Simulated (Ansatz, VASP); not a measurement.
One calculation of LiH, two programs

```
Li H
1.0
     0.00000    2.02308    2.02308
     2.02308    0.00000    2.02308
     2.02308    2.02308    0.00000
Li H
1 1
Cartesian
  0.0000 0.0000 0.0000
  2.0231 2.0231 2.0231
```

Alike in both runs: task single point; functional HSE06; k mesh 6 × 6 × 6; occupations fermi-dirac, width 0.05 eV; no spin polarisation.

|  | VASP | Ansatz |
| --- | --- | --- |
| version | VASP 6.6.1 | Ansatz 0.2.0 |
| potentials or method | VASP PAW PBE potentials, release 64 (Li_sv, H) | Ansatz PAW |
| plane-wave cutoff (eV) | 520 | 420 |
| valence electrons in the cell | 4 | 4 |

|  | VASP | Ansatz | Ansatz less VASP |
| --- | --- | --- | --- |
| gap on the k mesh at the Fermi level (eV) | 3.99 | 3.99 | +0.002 |
| least direct gap on the mesh (eV) | 3.99 | 3.99 | +0.002 |

The k mesh is coarse, so the values compare programs but aren't converged. Noted on VASP's run: the cutoff is short for stress, so the pressure is rough.
